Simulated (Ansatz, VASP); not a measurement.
**Two plane-wave programs on MgS**

```
Mg S
1.0
     0.00000    2.65268    2.65268
     2.65268    0.00000    2.65268
     2.65268    2.65268    0.00000
Mg S
1 1
Direct
  0.00000 0.00000 0.00000
  0.50000 0.50000 0.50000
```

Change from the starting cell: volume scaled by 1.06, PAW files.

Alike in both runs: task electric field gradients; functional PBEsol; k mesh 10 × 10 × 10; occupations fermi-dirac, width 0.03 eV; no spin polarisation.

|  | VASP | Ansatz |
| --- | --- | --- |
| version | VASP 6.6.1 | Ansatz 0.2.0 |
| potentials or method | VASP PAW PBE potentials, release 64 (Mg, S) | PAW with Ansatz's default frozen-core files, scalar-relativistic |
| plane-wave cutoff (eV) | 520 | 420 |
| valence electrons in the cell | 8 | 16 |

```tsv
	VASP	Ansatz	Ansatz less VASP
gap on the k mesh at the Fermi level (eV)	2.58	2.58	+0.002
pressure (GPa)	-5.0	-4.8	+0.20
```

VASP's potentials were made for PBE, not for PBEsol. VASP's potentials hold 8 valence electrons a cell and Ansatz's 16, so a difference there can come from the potentials and not from the codes.
